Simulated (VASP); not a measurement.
# Ni (Fm-3m) in VASP: further runs

Ni is run at these levels: HSE06; tasks: single point.

Program: VASP 6.6.1. These are calculated values, not measurements. Logs are shortened: lines on timing, memory, paths and dates and some standing lists are left out, and cuts for length are marked.

## Step 1: The cell of the first run

Symmetry: Fm-3m, No. 225, cubic system. The conventional cell has a = 3.522 Å, b = 3.522 Å, c = 3.522 Å, α = 90.00°, β = 90.00°, γ = 90.00°. Ni (site symmetry m-3m) has 12 Ni at 2.49 Å within 3.3 Å.

## Step 2: Single point, HSE06

Input file POSCAR:

```
Ni
1.0
    0.0000000000      1.7608306076      1.7608306076
    1.7608306076      0.0000000000      1.7608306076
    1.7608306076      1.7608306076      0.0000000000
Ni
1
Direct
    0.0000000000      0.0000000000      0.0000000000
```

Input file INCAR.step1:

```
PREC = Accurate ; ENCUT = 520
EDIFF = 1E-5 ; ISMEAR = -1
SIGMA = 0.1 ; LREAL = F
LASPH = T ; NELM = 100
ALGO = Normal ; ISIF = 2
LWAVE = T ; LCHARG = F
NBANDS = 11 ; GGA = PE
```

Input file INCAR.step2:

```
PREC = Accurate ; ENCUT = 520
EDIFF = 1E-6 ; ISMEAR = -1
SIGMA = 0.1 ; LREAL = F
LASPH = T ; NELM = 100
ALGO = Normal ; ISIF = 2
LWAVE = F ; LCHARG = F
GGA = PE ; LHFCALC = T
HFSCREEN = 0.2079 ; PRECFOCK = Normal
NBANDS = 11 ; ISTART = 1
```

Input file KPOINTS:

```
regular mesh
0
Gamma
  6 6 6
```

Potentials or basis: VASP PAW PBE potentials, release 64 (Ni).

Launch:

```bash
cat potpaw_PBE.64/Ni/POTCAR > POTCAR
cp INCAR.step1 INCAR
mpirun -np 1 vasp_std > vasp.out
cp INCAR.step2 INCAR
mpirun -np 1 vasp_std > vasp.out
```

OUTCAR:

```text
PREC = Accurate
   ENCUT = 520
   EDIFF = 1E-6
   ISMEAR = -1
   LREAL = F
   LASPH = T
   NELM = 100
   ISIF = 2
   GGA = PE
   LHFCALC = T
   HFSCREEN = 0.2079
   PRECFOCK = Normal
   ISTART = 1

 ion  position               nearest neighbor table
   1  0.000  0.000  0.000-

  LATTYP: Found a face centered cubic cell.
 ALAT       =     3.5216612152

  Lattice vectors:

 A1 = (   0.0000000000,   1.7608306076,   1.7608306076)
 A2 = (   1.7608306076,   0.0000000000,   1.7608306076)
 A3 = (   1.7608306076,   1.7608306076,   0.0000000000)

Analysis of symmetry for initial positions (statically):
=====================================================================
 Subroutine PRICEL returns:
 Original cell was already a primitive cell.

 Routine SETGRP: Setting up the symmetry group for a
 face centered cubic supercell.

 Subroutine GETGRP returns: Found 48 space group operations
 (whereof 48 operations were pure point group operations)
 out of a pool of 48 trial point group operations.

The static configuration has the point symmetry O_h .

Analysis of symmetry for dynamics (positions and initial velocities):
=====================================================================
 Subroutine PRICEL returns:
 Original cell was already a primitive cell.

 Routine SETGRP: Setting up the symmetry group for a
 face centered cubic supercell.

 Subroutine GETGRP returns: Found 48 space group operations
 (whereof 48 operations were pure point group operations)
 out of a pool of 48 trial point group operations.

The dynamic configuration has the point symmetry O_h .

 Subroutine INISYM returns: Found 48 space group operations
 (whereof 48 operations are pure point group operations),
 and found     1 'primitive' translations

----------------------------------------------------------------------------------------

                                     Primitive cell

  volume of cell :      10.9190

  direct lattice vectors                    reciprocal lattice vectors
     0.000000000  1.760830608  1.760830608    -0.283956900  0.283956900  0.283956900
     1.760830608  0.000000000  1.760830608     0.283956900 -0.283956900  0.283956900
     1.760830608  1.760830608  0.000000000     0.283956900  0.283956900 -0.283956900

  length of vectors
     2.490190526  2.490190526  2.490190526     0.491827777  0.491827777  0.491827777

  position of ions in fractional coordinates (direct lattice)
     0.000000000  0.000000000  0.000000000

  ion indices of the primitive-cell ions
   primitive index   ion index
                 1           1

----------------------------------------------------------------------------------------

 KPOINTS: regular mesh

Automatic generation of k-mesh.
 Grid dimensions read from file:
 generate k-points for:    6    6    6

 Generating k-lattice:

  Cartesian coordinates                     Fractional coordinates (reciprocal lattice)
    -0.047326150  0.047326150  0.047326150     0.166666667  0.000000000  0.000000000
     0.047326150 -0.047326150  0.047326150     0.000000000  0.166666667  0.000000000
     0.047326150  0.047326150 -0.047326150     0.000000000  0.000000000  0.166666667

  Length of vectors
     0.081971296  0.081971296  0.081971296

  Shift w.r.t. Gamma in fractional coordinates (k-lattice)
     0.000000000  0.000000000  0.000000000

 Subroutine IBZKPT returns following result:
 ===========================================

 Found     16 irreducible k-points:

 Following reciprocal coordinates:
            Coordinates               Weight
  0.000000  0.000000  0.000000      1.000000
  0.166667  0.000000  0.000000      8.000000
  0.333333  0.000000  0.000000      8.000000
  0.500000  0.000000  0.000000      4.000000
  0.166667  0.166667  0.000000      6.000000
  0.333333  0.166667  0.000000     24.000000
[... 8 lines left out ...]
 -0.333333  0.333333  0.166667     24.000000
 -0.333333  0.500000  0.166667     12.000000
   k-points           NKPTS =     16   k-points in BZ     NKDIM =    216   number of bands    NBANDS=     11
   number of dos      NEDOS =    301   number of ions     NIONS =      1
   total plane-waves  NPLWV =   8000
   dimension x,y,z NGX =    20 NGY =   20 NGZ =   20
   dimension x,y,z NGXF=    40 NGYF=   40 NGZF=   40
   ions per type =               1
   NGX,Y,Z   is equivalent  to a cutoff of  13.35, 13.35, 13.35 a.u.
   NGXF,Y,Z  is equivalent  to a cutoff of  26.70, 26.70, 26.70 a.u.
 SYSTEM =  unknown system
   PREC   = accura    normal or accurate (medium, high low for compatibility)
   ISTART =      1    job   : 0-new  1-cont  2-samecut
   ICHARG =      0    charge: 1-file 2-atom 10-const
   ISPIN  =      1    spin polarized calculation?
   LNONCOLLINEAR =      F non collinear calculations
   LSORBIT =      F    spin-orbit coupling
   LASPH  =      T    aspherical Exc in radial PAW
   ENCUT  =  520.0 eV  38.22 Ry    6.18 a.u.   4.63  4.63  4.63*2*pi/ulx,y,z
   NELM   =    100;   NELMIN=  2; NELMDL=  0     # of ELM steps
   EDIFF  = 0.1E-05   stopping-criterion for ELM
   LREAL  =      F    real-space projection
   EDIFFG = 0.1E-04   stopping-criterion for IOM
   NSW    =      0    number of steps for IOM
   IBRION =     -1    ionic relax: 0-MD 1-quasi-New 2-CG
   NFREE  =      0    steps in history (QN), initial steepest desc. (CG)
   ISIF   =      2    stress and relaxation
   ISYM   =      3    0-nonsym 1-usesym 2-fastsym
   POTIM  = 0.5000    time-step for ionic-motion
   TEBEG  =    0.0;   TEEND  =   0.0 temperature during run
   PSTRESS=    0.0 pullay stress
   NELECT =      10.0000    total number of electrons
   NUPDOWN=      -1.0000    fix difference up-down
   EMIN   =  10.00;   EMAX   =-10.00  energy-range for DOS
   EFERMI =   0.00;   METHOD = LEGACY
   ISMEAR =    -1;   SIGMA  =   0.10  broadening in eV -4-tet -1-fermi 0-gaus
   EFERMI_NEDOS =   21; number of points for ismear=-14 and -15
   IALGO  =     38    algorithm
   IMIX   =      1    mixing-type and parameters
     AMIX     =   0.40;   BMIX     =  1.00
     AMIX_MAG =   1.60;   BMIX_MAG =  1.00
  volume/ion in A,a.u.               =      10.92        73.69
  Fermi-wavevector in a.u.,A,eV,Ry     =   1.589817  3.004319 34.388990  2.527519
  Thomas-Fermi vector in A             =   2.688608
   LORBIT       =      0    0 simple, 1 ext, 2 COOP (PROOUT), +10 PAW based schemes
   GGA     = PE    functional components
   LHFCALC =     T    Hartree Fock is set to
   PRECFOCK=normal    Normal, Fast or Accurate (Low or Medium for compatibility)
   ENCUT4O =  -1.0   cutoff for four orbital integrals eV
   NKREDX  =     1    reduce k-point grid by
   NKREDY  =     1    reduce k-point grid by
   NKREDZ  =     1    reduce k-point grid by
   AEXX    =    0.2500 exact exchange contribution
   HFSCREEN=    0.2079 screening length (either q_TF or 0.3 A-1)
   HFSCREENC=   0.2079 screening length for correlation (either q_TF or 0.3 A-1)
   ENCUTFOCK=  -1.0 apply spherical cutoff to Coloumb kernel
   IVDW    =     0    specifies the selected vdW correction
   LEPSILON=     F    determine dielectric tensor
   LRPA    =     F    only Hartree local field effects (RPA)
 non-spin polarized calculation
  energy-cutoff  :      520.00
  volume of cell :       10.92
 maximum number of plane-waves:       304
 NGX is ok and might be reduce to    20
  NGX = 14; NGY = 14; NGZ = 14

 number of electron      10.0000010 magnetization

 Free energy of the ion-electron system (eV)
  ---------------------------------------------------
  ext. energy  EPLUGINS =         0.00000000
  ---------------------------------------------------
  free energy    TOTEN  =        -6.04306582 eV

  energy without entropy =       -5.99308417  energy(sigma->0) =       -6.01807499

 E-fermi :   8.2953     XC(G=0): -10.7126

 val. band max:        8.2098607545   @ k =   0.5000   0.1667   0.0000
 cond. band min:       8.3596337660   @ k =  -0.3333   0.3333   0.1667
 fundamental gap:      0.1497730114
 Fermi energy:         8.2953450326

 k-point     1 :       0.0000    0.0000    0.0000
  band No.  band energies     occupation
      1      -0.9196      2.00000
      2       6.0022      2.00000
      3       6.0022      2.00000
      4       6.0022      2.00000
      5       6.7070      2.00000
      6       6.7070      2.00000
      7      33.9290      0.00000
      8      38.1489      0.00000
      9      38.1489      0.00000
     10      38.1489      0.00000
     11      41.3924      0.00000

 k-point     2 :       0.1667    0.0000    0.0000
  band No.  band energies     occupation
      1       0.2663      2.00000
      2       5.7754      2.00000
      3       6.1518      2.00000
      4       6.1518      2.00000
      5       6.7674      2.00000
      6       6.7674      2.00000
      7      29.2064      0.00000
      8      34.7546      0.00000
      9      36.8263      0.00000
     10      36.8263      0.00000
     11      42.1930      0.00000

 k-point     3 :       0.3333    0.0000    0.0000
  band No.  band energies     occupation
      1       2.7572      2.00000
      2       5.8597      2.00000
      3       5.8597      2.00000
      4       6.3149      2.00000
      5       7.5972      1.99814
      6       7.5972      1.99814
      7      20.8997      0.00000
      8      33.2347      0.00000
      9      35.7195      0.00000
     10      35.7195      0.00000
     11      39.8996      0.00000
[... 155 lines left out ...]
 k-point    15 :      -0.3333    0.3333    0.1667
  band No.  band energies     occupation
      1       4.4075      2.00000
      2       4.8479      2.00000
      3       5.6763      2.00000
      4       6.6178      2.00000
      5       8.3596      0.68919
      6      14.7719      0.00000
      7      16.7802      0.00000
      8      23.7980      0.00000
      9      24.7109      0.00000
     10      37.8571      0.00000
     11      40.8748      0.00000

 k-point    16 :      -0.3333    0.5000    0.1667
  band No.  band energies     occupation
      1       3.7662      2.00000
      2       4.6052      2.00000
      3       6.5000      2.00000
      4       6.9882      2.00000
      5       8.7708      0.01708
      6      15.3305      0.00000
      7      19.7714      0.00000
      8      20.6558      0.00000
      9      22.3780      0.00000
     10      36.4437      0.00000
     11      40.0257      0.00000

------------------------ aborting loop because EDIFF is reached ----------------------------------------

  FORCE on cell =-STRESS in cart. coord.  units (eV):
  Direction    XX          YY          ZZ          XY          YZ          ZX
  --------------------------------------------------------------------------------------
  -------------------------------------------------------------------------------------
  Total       -0.5439818     -0.5439818     -0.5439818      0.0000000      0.0000000      0.0000000
  in kB      -79.8200933    -79.8200933    -79.8200933      0.0000000      0.0000000      0.0000000
  external PRESSURE =     -79.8200933 kB  Pullay stress =       0.0000000 kB

 VOLUME and BASIS-vectors are now :
 -----------------------------------------------------------------------------
  energy-cutoff  :      520.00
  volume of cell :       10.92
      direct lattice vectors                 reciprocal lattice vectors
     0.000000000  1.760830608  1.760830608    -0.283956900  0.283956900  0.283956900
     1.760830608  0.000000000  1.760830608     0.283956900 -0.283956900  0.283956900
     1.760830608  1.760830608  0.000000000     0.283956900  0.283956900 -0.283956900

 POSITION                                       TOTAL-FORCE (eV/Angst)
 -----------------------------------------------------------------------------------
      0.00000      0.00000      0.00000        -0.000000      0.000000     -0.000000
 -----------------------------------------------------------------------------------
    total drift:                               -0.000021     -0.000042     -0.000039

  FREE ENERGIE OF THE ION-ELECTRON SYSTEM (eV)
  ---------------------------------------------------
  free  energy   TOTEN  =        -6.0430658176 eV

  energy  without entropy=       -5.9930841662  energy(sigma->0) =       -6.01807499
```

It used 610 s of CPU time on 1 thread of AMD EPYC 7R13 Processor (Zen 3), with other jobs on the host.

What came out:

| Quantity | Value |
| --- | --- |
| Free energy | -6.0431 eV |
| Pressure | -8.0 GPa |
| Band gap on the k mesh | zero (band 5 reaches 8.77 eV, above the bottom of band 6 at 6.71 eV) |

Levels at points of the mesh, in eV from the Fermi level:
| k point | band 3 | band 4 | band 5 | band 6 | band 7 | band 8 |
| --- | --- | --- | --- | --- | --- | --- |
| (0.00, 0.00, 0.00) | -2.29 | -2.29 | -1.59 | -1.59 | 25.63 | 29.85 |
| (0.50, 0.00, 0.00) | -2.63 | -0.17 | -0.17 | 0.59 | 7.66 | 24.07 |
| (0.50, 0.50, 0.00) | -0.74 | 0.48 | 0.48 | 3.64 | 11.13 | 16.85 |

Caveat: the k points lie up to 0.52 Å⁻¹ apart; the PAW data sets were made with another functional, which shifts forces and pressure a little; the run has no spin polarisation, though such a crystal can be magnetic.

[end of part 1 of 2]
